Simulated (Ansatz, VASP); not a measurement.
**MgO in VASP and in Ansatz**

```
Mg O
1.0
     0.00000    2.08165    2.08165
     2.08165    0.00000    2.08165
     2.08165    2.08165    0.00000
Mg O
1 1
Direct
  0.00000 0.00000 0.00000
  0.50000 0.50000 0.50000
```

Alike in both runs: functional LDA; k mesh 8 × 8 × 8; occupations gaussian, width 0.1 eV; no spin polarisation.

Ansatz relaxed the structure, and its values are those at the end. VASP's run is a single point on that final structure, the one shown.

|  | VASP | Ansatz |
| --- | --- | --- |
| version | VASP 6.6.1 | Ansatz 0.2.0 |
| potentials or method | VASP PAW LDA potentials, release 64 (Mg, O), cutoff 520 eV | scalar-relativistic, plane waves, PAW |
| valence electrons in the cell | 8 | 16 |

|  | VASP | Ansatz | Ansatz less VASP |
| --- | --- | --- | --- |
| gap on the k mesh at the Fermi level (eV) | 5.00 | 5.01 | +0.005 |
| least direct gap on the mesh (eV) | 5.00 | 5.01 | +0.005 |
| pressure (GPa) | -2.2 | -0.3 | +1.86 |

Ansatz warns that its potentials were made for another functional, while VASP's fit it. LDA's correlation is that of Perdew and Zunger in VASP and of Perdew and Wang (1992) in Ansatz. VASP's potentials hold 8 valence electrons a cell and Ansatz's 16, so a difference there can come from the potentials and not from the codes.
